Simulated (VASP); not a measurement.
Write the native input for VASP 6.6.1 that does the following.

* Task: single point
* Functional: PBE
* Potentials or basis: VASP PAW PBE potentials, release 64 (Mg, Cl, K_sv, Na_pv)
* Cutoff: 520 eV
* k mesh: 1 × 1 × 1
* Occupations: fermi-dirac, width 0.05 eV
* Spin: no spin polarisation
* Dipole correction: no
* Further INCAR settings: LREAL = Auto; ALGO = Normal; EDIFF = 1e-07; NBANDS = 86; ISYM = 0

The structure of K7NaMgCl10 lies in POSCAR:

```
K7NaMgCl10
1.0
    8.9716240000      0.2219080000     -0.0252420000
    0.2219080000      8.8394450000     -0.1974920000
   -0.0252420000     -0.1974920000      8.4038290000
Mg Cl K Na
1 10 7 1
Direct
    0.3741940510      0.8558865716      0.1564616744
    0.2838280539      0.8972340633      0.8998889598
    0.9074607352      0.1638789331      0.7261135254
    0.6258071354      0.7701640774      0.1047415253
    0.5002407827      0.3436461641      0.1380653326
    0.9220390955      0.0248616836      0.2214992826
    0.3490631069      1.0366453066      0.3606225455
    0.8491903363      0.6981103586      0.6091702334
    0.9433664584      0.4646456639      0.0809265940
    0.4476647382      0.3218443367      0.6731852391
    0.2320495881      0.6752906580      0.2804077639
    0.2034080012      0.2687740685      0.9343642229
    0.6608362341      0.5055622957      0.8589864617
    0.6715021746      0.1056060729      0.4498398780
    0.6527999160      0.1013979591      0.9424138998
    0.6973528026      0.5369982638      0.3240373454
    0.1462363820      0.3736454953      0.4167957600
    0.9800061365      0.7645631686      0.9405458422
    0.0648009116      0.8742170143      0.4847541009
```

The input as run:

INCAR

```
PREC = Accurate
ENCUT = 520
EDIFF = 1E-7
ISMEAR = -1
SIGMA = 0.05
LREAL = Auto
LASPH = T
NELM = 100
ALGO = Normal
ISIF = 2
LWAVE = F
LCHARG = T
GGA = PE
LELF = T
LVHAR = T
ISYM = 0
NBANDS = 86
```

KPOINTS

```
regular mesh
0
Gamma
  1 1 1
```

Potentials or basis: VASP PAW PBE potentials, release 64 (Mg, Cl, K_sv, Na_pv).

Command:

```console
$ cat potpaw_PBE.64/Mg/POTCAR potpaw_PBE.64/Cl/POTCAR potpaw_PBE.64/K_sv/POTCAR potpaw_PBE.64/Na_pv/POTCAR > POTCAR
$ mpirun -np 1 vasp_gam > vasp.out
```

Results of the run:

```yaml
Pressure: 0.1 GPa
Largest_force: 0.605 eV/Å
Band_gap_on_the_k_mesh: 3.99 eV
```

Caveat: the k points lie up to 0.75 Å⁻¹ apart.

It took 2 min on 1 thread of Intel(R) Xeon(R) Platinum 8488C (Sapphire Rapids), on a shared host, peak memory 0.63 GiB.
